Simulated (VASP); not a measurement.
# SnO2 (I4_1/amd) in VASP: notebook

SnO2 is run at these levels: PBEsol; tasks: single point.

Program: VASP 6.6.1. These are calculated values, not measurements. Logs are shortened: lines on timing, memory, paths and dates and some standing lists are left out, and cuts for length are marked.

## 1. The cell of the first run

The structure is tetragonal, space group I4_1/amd (No. 141). Conventional cell: a = 4.000 Å, b = 4.000 Å, c = 10.247 Å, α = 90.00°, β = 90.00°, γ = 90.00°. Sn (site symmetry -4m2) has 6 O at 2.06 to 2.09 Å within 2.7 Å. Within 2.7 Å of O (site symmetry 2mm) lie 3 Sn at 2.06 to 2.09 Å and 2 O at 2.57 Å.

## 2. Single point, PBEsol

INCAR

```
PREC = Accurate
ENCUT = 520
EDIFF = 1E-7
ISMEAR = 0
SIGMA = 0.01
LREAL = False
LASPH = True
NELM = 100
ALGO = Normal
ISIF = 2
LWAVE = False
LCHARG = False
GGA = PS
NBANDS = 35
```

KPOINTS

```
regular mesh
0
Gamma
  8 8 8
```

POSCAR

```
SnO2
1.0
    5.8525750000      0.0000000000      0.0000000000
    3.1185479716      4.9525036779      0.0000000000
   -4.4855615363     -2.4762518668      2.8285240899
Sn O
2 4
Direct
    0.7500000000      0.2500000000      0.5000000000
    0.0000000000      0.0000000000      0.0000000000
    0.7965230000      0.7965230000      0.0000000000
    0.9534770000      0.4534770000      0.5000000000
    0.2034770000      0.2034770000      0.0000000000
    0.5465230000      0.0465230000      0.5000000000
```

Potentials or basis: VASP PAW PBE potentials, release 64 (Sn_d, O).

Launch:

```sh
> cat potpaw_PBE.64/Sn_d/POTCAR potpaw_PBE.64/O/POTCAR > POTCAR
> mpirun -np 1 vasp_std > vasp.out
```

OUTCAR:

```text
PREC = Accurate
   ENCUT = 520
   EDIFF = 1E-7
   ISMEAR = 0
   LREAL = False
   LASPH = True
   NELM = 100
   ISIF = 2
   GGA = PS

 ion  position               nearest neighbor table
   1  0.750  0.250  0.500-   5 2.06   3 2.06   5 2.06   3 2.06   4 2.09   6 2.09   2 3.25   2 3.25
                             2 3.25   2 3.25
   2  0.000  0.000  0.000-   6 2.06   4 2.06   6 2.06   4 2.06   3 2.09   5 2.09   1 3.25   1 3.25
                             1 3.25   1 3.25
   3  0.797  0.797  0.000-   1 2.06   1 2.06   2 2.09
   4  0.953  0.453  0.500-   2 2.06   2 2.06   1 2.09
   5  0.203  0.203  0.000-   1 2.06   1 2.06   2 2.09
   6  0.547  0.047  0.500-   2 2.06   2 2.06   1 2.09

  LATTYP: Found a body centered tetragonal cell.
 ALAT       =     4.0001372033
 C/A-ratio  =     2.5617515575

  Lattice vectors:

 A1 = (   5.8525750000,   0.0000000000,   0.0000000000)
 A2 = (   3.1185479716,   4.9525036779,   0.0000000000)
 A3 = (  -4.4855615363,  -2.4762518668,   2.8285240899)

Analysis of symmetry for initial positions (statically):
=====================================================================
 Subroutine PRICEL returns:
 Original cell was already a primitive cell.

 Routine SETGRP: Setting up the symmetry group for a
 body centered tetragonal supercell.

 Subroutine GETGRP returns: Found 16 space group operations
 (whereof  8 operations were pure point group operations)
 out of a pool of 16 trial point group operations.

The static configuration has the point symmetry D_2d.
 The point group associated with its full space group is D_4h.

Analysis of symmetry for dynamics (positions and initial velocities):
=====================================================================
 Subroutine PRICEL returns:
 Original cell was already a primitive cell.

 Routine SETGRP: Setting up the symmetry group for a
 body centered tetragonal supercell.

 Subroutine GETGRP returns: Found 16 space group operations
 (whereof  8 operations were pure point group operations)
 out of a pool of 16 trial point group operations.

The dynamic configuration has the point symmetry D_2d.
 The point group associated with its full space group is D_4h.

 Subroutine INISYM returns: Found 16 space group operations
 (whereof  8 operations are pure point group operations),
 and found     1 'primitive' translations

----------------------------------------------------------------------------------------

                                     Primitive cell

  volume of cell :      81.9845

  direct lattice vectors                    reciprocal lattice vectors
     5.852575000  0.000000000  0.000000000     0.170864961 -0.107592162  0.176770637
     3.118547972  4.952503678  0.000000000     0.000000000  0.201918073  0.176770637
    -4.485561536 -2.476251867  2.828524090     0.000000000  0.000000000  0.353541270

  length of vectors
     5.852575000  5.852575000  5.852575000     0.268363124  0.268363124  0.353541270

  position of ions in fractional coordinates (direct lattice)
     0.750000000  0.250000000  0.500000000
     0.000000000  0.000000000  0.000000000
     0.796523000  0.796523000  0.000000000
     0.953477000  0.453477000  0.500000000
     0.203477000  0.203477000  0.000000000
     0.546523000  0.046523000  0.500000000

  ion indices of the primitive-cell ions
   primitive index   ion index
                 1           1
                 2           2
                 3           3
                 4           4
                 5           5
                 6           6

----------------------------------------------------------------------------------------

 KPOINTS: regular mesh

Automatic generation of k-mesh.
 Grid dimensions read from file:
 generate k-points for:    8    8    8

 Generating k-lattice:

  Cartesian coordinates                     Fractional coordinates (reciprocal lattice)
     0.021358120 -0.013449020  0.022096330     0.125000000  0.000000000  0.000000000
     0.000000000  0.025239759  0.022096330     0.000000000  0.125000000  0.000000000
     0.000000000  0.000000000  0.044192659     0.000000000  0.000000000  0.125000000

  Length of vectors
     0.033545391  0.033545391  0.044192659

  Shift w.r.t. Gamma in fractional coordinates (k-lattice)
     0.000000000  0.000000000  0.000000000

 Subroutine IBZKPT returns following result:
 ===========================================

 Found     59 irreducible k-points:

 Following reciprocal coordinates:
            Coordinates               Weight
  0.000000  0.000000  0.000000      1.000000
  0.125000 -0.000000  0.000000      8.000000
  0.250000 -0.000000  0.000000      8.000000
  0.375000  0.000000 -0.000000      8.000000
  0.500000 -0.000000  0.000000      4.000000
  0.125000  0.125000  0.000000      8.000000
[... 16 lines left out ...]
  0.250000  0.125000  0.125000     16.000000
  0.375000  0.125000  0.125000      8.000000
 [... further k-points ...]
   k-points           NKPTS =     59   k-points in BZ     NKDIM =     59   number of bands    NBANDS=     35
   number of dos      NEDOS =    301   number of ions     NIONS =      6
   total plane-waves  NPLWV = 110592
   dimension x,y,z NGX =    48 NGY =   48 NGZ =   48
   dimension x,y,z NGXF=    96 NGYF=   96 NGZF=   96
   ions per type =               2   4
   NGX,Y,Z   is equivalent  to a cutoff of  13.63, 13.63, 13.63 a.u.
   NGXF,Y,Z  is equivalent  to a cutoff of  27.27, 27.27, 27.27 a.u.
 SYSTEM =  unknown system
   PREC   = accura    normal or accurate (medium, high low for compatibility)
   ISTART =      0    job   : 0-new  1-cont  2-samecut
   ICHARG =      2    charge: 1-file 2-atom 10-const
   ISPIN  =      1    spin polarized calculation?
   LNONCOLLINEAR =      F non collinear calculations
   LSORBIT =      F    spin-orbit coupling
   LASPH  =      T    aspherical Exc in radial PAW
   ENCUT  =  520.0 eV  38.22 Ry    6.18 a.u.  10.88 10.88 10.88*2*pi/ulx,y,z
   NELM   =    100;   NELMIN=  2; NELMDL= -5     # of ELM steps
   EDIFF  = 0.1E-06   stopping-criterion for ELM
   LREAL  =      F    real-space projection
   EDIFFG = 0.1E-05   stopping-criterion for IOM
   NSW    =      0    number of steps for IOM
   IBRION =     -1    ionic relax: 0-MD 1-quasi-New 2-CG
   NFREE  =      0    steps in history (QN), initial steepest desc. (CG)
   ISIF   =      2    stress and relaxation
   ISYM   =      2    0-nonsym 1-usesym 2-fastsym
   POTIM  = 0.5000    time-step for ionic-motion
   TEBEG  =    0.0;   TEEND  =   0.0 temperature during run
   PSTRESS=    0.0 pullay stress
   NELECT =      52.0000    total number of electrons
   NUPDOWN=      -1.0000    fix difference up-down
   EMIN   =  10.00;   EMAX   =-10.00  energy-range for DOS
   EFERMI =   0.00;   METHOD = LEGACY
   ISMEAR =     0;   SIGMA  =   0.01  broadening in eV -4-tet -1-fermi 0-gaus
   EFERMI_NEDOS =   21; number of points for ismear=-14 and -15
   IALGO  =     38    algorithm
   IMIX   =      4    mixing-type and parameters
     AMIX     =   0.40;   BMIX     =  1.00
     AMIX_MAG =   1.60;   BMIX_MAG =  1.00
  volume/ion in A,a.u.               =      13.66        92.21
  Fermi-wavevector in a.u.,A,eV,Ry     =   1.406583  2.658057 26.918799  1.978476
  Thomas-Fermi vector in A             =   2.528929
   LORBIT       =      0    0 simple, 1 ext, 2 COOP (PROOUT), +10 PAW based schemes
   GGA     = PS    functional components
   LHFCALC =     F    Hartree Fock is set to
   AEXX    =    0.0000 exact exchange contribution
   IVDW    =     0    specifies the selected vdW correction
   LEPSILON=     F    determine dielectric tensor
   LRPA    =     F    only Hartree local field effects (RPA)
 non-spin polarized calculation
 Gauss-broadening in eV      SIGMA  =   0.01
  energy-cutoff  :      520.00
  volume of cell :       81.98
 maximum number of plane-waves:      2244
 NGX is ok and might be reduce to    48
   NGX = 21   NGY = 21   NGZ = 21

 number of electron      52.0000007 magnetization

 Free energy of the ion-electron system (eV)
  ---------------------------------------------------
  ext. energy  EPLUGINS =         0.00000000
  ---------------------------------------------------
  free energy    TOTEN  =       -39.21880874 eV

  energy without entropy =      -39.21880874  energy(sigma->0) =      -39.21880874

 E-fermi :   3.9665     XC(G=0): -10.5526

 val. band max:        3.9240851801   @ k =   0.2500   0.2500   0.2500
 cond. band min:       5.4797987046   @ k =   0.0000   0.0000   0.0000
 fundamental gap:      1.5557135245
 Fermi energy:         3.9665432731

 k-point     1 :       0.0000    0.0000    0.0000
  band No.  band energies     occupation
      1     -16.3968      2.00000
      2     -16.3863      2.00000
      3     -16.2474      2.00000
      4     -15.6691      2.00000
      5     -15.5707      2.00000
      6     -15.5707      2.00000
[... 27 lines left out ...]
     34      16.2118      0.00000
     35      16.2321      0.00000

 k-point     2 :       0.1250   -0.0000    0.0000
  band No.  band energies     occupation
      1     -16.4259      2.00000
      2     -16.3062      2.00000
      3     -16.2235      2.00000
      4     -15.6764      2.00000
      5     -15.5743      2.00000
      6     -15.5672      2.00000
[... 27 lines left out ...]
     34      15.6138      0.00000
     35      15.9399      0.00000

 k-point     3 :       0.2500   -0.0000    0.0000
  band No.  band energies     occupation
      1     -16.4270      2.00000
      2     -16.2376      2.00000
      3     -16.1050      2.00000
      4     -15.6955      2.00000
      5     -15.5826      2.00000
      6     -15.5592      2.00000
[... 27 lines left out ...]
     34      15.2782      0.00000
     35      15.4318      0.00000
[... 723 lines left out ...]
 k-point    23 :       0.2500    0.1250    0.1250
  band No.  band energies     occupation
      1     -16.2851      2.00000
      2     -16.0663      2.00000
      3     -15.9241      2.00000
      4     -15.7125      2.00000
      5     -15.6182      2.00000
      6     -15.5102      2.00000
[... 27 lines left out ...]
     34      15.0604      0.00000
     35      15.9770      0.00000

 k-point    24 :       0.3750    0.1250    0.1250
  band No.  band energies     occupation
      1     -16.2739      2.00000
      2     -16.0593      2.00000
      3     -15.8626      2.00000
      4     -15.6963      2.00000
      5     -15.6289      2.00000
      6     -15.4958      2.00000
[... 27 lines left out ...]
     34      15.1572      0.00000
     35      16.6630      0.00000

 [... further k-points ...]
[... 5 lines left out ...]
  --------------------------------------------------------------------------------------
  -------------------------------------------------------------------------------------
  Total        0.4406273      0.6828926      0.7890893     -0.1923683     -0.0000000     -0.0000000
  in kB        8.6109343     13.3453905     15.4207352     -3.7593476     -0.0000002     -0.0000003
  external PRESSURE =      12.4590200 kB  Pullay stress =       0.0000000 kB

 VOLUME and BASIS-vectors are now :
 -----------------------------------------------------------------------------
  energy-cutoff  :      520.00
  volume of cell :       81.98
      direct lattice vectors                 reciprocal lattice vectors
     5.852575000  0.000000000  0.000000000     0.170864961 -0.107592162  0.176770637
     3.118547972  4.952503678  0.000000000     0.000000000  0.201918073  0.176770637
    -4.485561536 -2.476251867  2.828524090     0.000000000  0.000000000  0.353541270

 POSITION                                       TOTAL-FORCE (eV/Angst)
 -----------------------------------------------------------------------------------
      2.92629     -0.00000      1.41426         0.000000      0.000000      0.000000
      0.00000      0.00000      0.00000         0.000000      0.000000      0.000000
      7.14571      3.94478      0.00000         0.049351      0.027244     -0.000000
      4.75170      1.00772      1.41426        -0.049351     -0.027244     -0.000000
      1.82542      1.00772      0.00000        -0.049351     -0.027244     -0.000000
      1.10087     -1.00772      1.41426         0.049351      0.027244     -0.000000
 -----------------------------------------------------------------------------------
    total drift:                               -0.000000      0.000000     -0.000000

  FREE ENERGIE OF THE ION-ELECTRON SYSTEM (eV)
  ---------------------------------------------------
  free  energy   TOTEN  =       -39.2188087400 eV

  energy  without entropy=      -39.2188087400  energy(sigma->0) =      -39.21880874
```

It took 4.4 min on 1 thread of Intel Xeon Platinum 8488C (Sapphire Rapids), shared host; peak memory 0.38 GiB.

What came out:

```yaml
Free_energy: -39.2188 eV
Pressure: 1.2 GPa
Largest_force: 0.056 eV/Å
Band_gap_on_the_k_mesh: 1.56 eV, indirect (least direct gap 1.94 eV)
```

Forces in eV/Å, atoms in the order of the input:
```
Sn   0.000  0.000  0.000
Sn   0.000  0.000  0.000
O    0.049  0.027  0.000
O   -0.049 -0.027  0.000
O   -0.049 -0.027  0.000
O    0.049  0.027  0.000
```

Caveat: the PAW data sets were made with another functional, which shifts forces and pressure a little; spin-orbit coupling is left out, which moves the levels of the heavy elements. A k mesh can miss the band edges.

## 3. Single point, PBEsol

INCAR

```
SYSTEM = SnO2
PREC = Accurate ; ENCUT = 520
EDIFF = 1E-6 ; ISMEAR = 0
SIGMA = 0.01 ; LREAL = .False.
LASPH = .True. ; NELM = 100
ALGO = Normal ; ISIF = 2
LWAVE = .False. ; LCHARG = .True.
GGA = PS ; LELF = .True.
LVHAR = .True. ; NBANDS = 35
```

KPOINTS

```
Automatic mesh
0
Gamma
  8 8 8
  0 0 0
```

POSCAR is that of step 2.

Potentials or basis: VASP PAW PBE potentials, release 64 (Sn_d, O).

Launch:

```sh
> cat potpaw_PBE.64/Sn_d/POTCAR potpaw_PBE.64/O/POTCAR > POTCAR
> mpirun -np 1 vasp_std > vasp.out
```

OUTCAR:

```text
SYSTEM = SnO2
   PREC = Accurate
   ENCUT = 520
   EDIFF = 1E-6
   ISMEAR = 0
   LREAL = .False.
   LASPH = .True.
   NELM = 100
   ISIF = 2
   GGA = PS

 ion  position               nearest neighbor table
   1  0.750  0.250  0.500-   5 2.06   3 2.06   5 2.06   3 2.06   4 2.09   6 2.09   2 3.25   2 3.25
                             2 3.25   2 3.25
   2  0.000  0.000  0.000-   6 2.06   4 2.06   6 2.06   4 2.06   3 2.09   5 2.09   1 3.25   1 3.25
                             1 3.25   1 3.25
   3  0.797  0.797  0.000-   1 2.06   1 2.06   2 2.09
   4  0.953  0.453  0.500-   2 2.06   2 2.06   1 2.09
   5  0.203  0.203  0.000-   1 2.06   1 2.06   2 2.09
   6  0.547  0.047  0.500-   2 2.06   2 2.06   1 2.09

  LATTYP: Found a body centered tetragonal cell.
 ALAT       =     4.0001372033
 C/A-ratio  =     2.5617515575

  Lattice vectors:

 A1 = (   5.8525750000,   0.0000000000,   0.0000000000)
 A2 = (   3.1185479716,   4.9525036779,   0.0000000000)
 A3 = (  -4.4855615363,  -2.4762518668,   2.8285240899)

Analysis of symmetry for initial positions (statically):
=====================================================================
[... 180 lines left out ...]

  energy without entropy =      -39.21880854  energy(sigma->0) =      -39.21880854

 E-fermi :   3.9667     XC(G=0): -10.5527

 val. band max:        3.9241152936   @ k =   0.2500   0.2500   0.2500
 cond. band min:       5.4798045534   @ k =   0.0000   0.0000   0.0000
 fundamental gap:      1.5556892598
 Fermi energy:         3.9667100273

 k-point     1 :       0.0000    0.0000    0.0000
  band No.  band energies     occupation
      1     -16.3968      2.00000
      2     -16.3864      2.00000
      3     -16.2474      2.00000
      4     -15.6692      2.00000
      5     -15.5707      2.00000
      6     -15.5707      2.00000
[... 901 lines left out ...]
     34      15.1571      0.00000
     35      16.6634      0.00000

 [... further k-points ...]
[... 5 lines left out ...]
  --------------------------------------------------------------------------------------
  -------------------------------------------------------------------------------------
  Total        0.4466017      0.6887345      0.7948732     -0.1922631     -0.0000000     -0.0000000
  in kB        8.7276899     13.4595559     15.5337652     -3.7572909     -0.0000002     -0.0000003
  external PRESSURE =      12.5736703 kB  Pullay stress =       0.0000000 kB

 VOLUME and BASIS-vectors are now :
 -----------------------------------------------------------------------------
  energy-cutoff  :      520.00
  volume of cell :       81.98
      direct lattice vectors                 reciprocal lattice vectors
     5.852575000  0.000000000  0.000000000     0.170864961 -0.107592162  0.176770637
     3.118547972  4.952503678  0.000000000     0.000000000  0.201918073  0.176770637
    -4.485561536 -2.476251867  2.828524090     0.000000000  0.000000000  0.353541270

 POSITION                                       TOTAL-FORCE (eV/Angst)
 -----------------------------------------------------------------------------------
      2.92629     -0.00000      1.41426         0.000000      0.000000     -0.000000
      0.00000      0.00000      0.00000         0.000000      0.000000     -0.000000
      7.14571      3.94478      0.00000         0.049123      0.027118      0.000000
      4.75170      1.00772      1.41426        -0.049123     -0.027118      0.000000
      1.82542      1.00772      0.00000        -0.049123     -0.027118      0.000000
      1.10087     -1.00772      1.41426         0.049123      0.027118      0.000000
 -----------------------------------------------------------------------------------
    total drift:                               -0.000000      0.000000     -0.000000

  FREE ENERGIE OF THE ION-ELECTRON SYSTEM (eV)
  ---------------------------------------------------
  free  energy   TOTEN  =       -39.2188085432 eV

  energy  without entropy=      -39.2188085432  energy(sigma->0) =      -39.21880854
```

Wall time 4.1 min (1 thread of Intel Xeon Platinum 8488C (Sapphire Rapids), shared host); peak memory 0.38 GiB.

What came out:

```
Free energy            : -39.2188 eV
Pressure               : 1.3 GPa
Largest force          : 0.056 eV/Å
Band gap on the k mesh : 1.56 eV, indirect (least direct gap 1.94 eV)
```

Forces on the atoms (eV/Å):
```
Sn   0.000  0.000  0.000
Sn   0.000  0.000  0.000
O    0.049  0.027  0.000
O   -0.049 -0.027  0.000
O   -0.049 -0.027  0.000
O    0.049  0.027  0.000
```

Caveat: the PAW data sets were made with another functional, which shifts forces and pressure a little; spin-orbit coupling is left out, which moves the levels of the heavy elements.
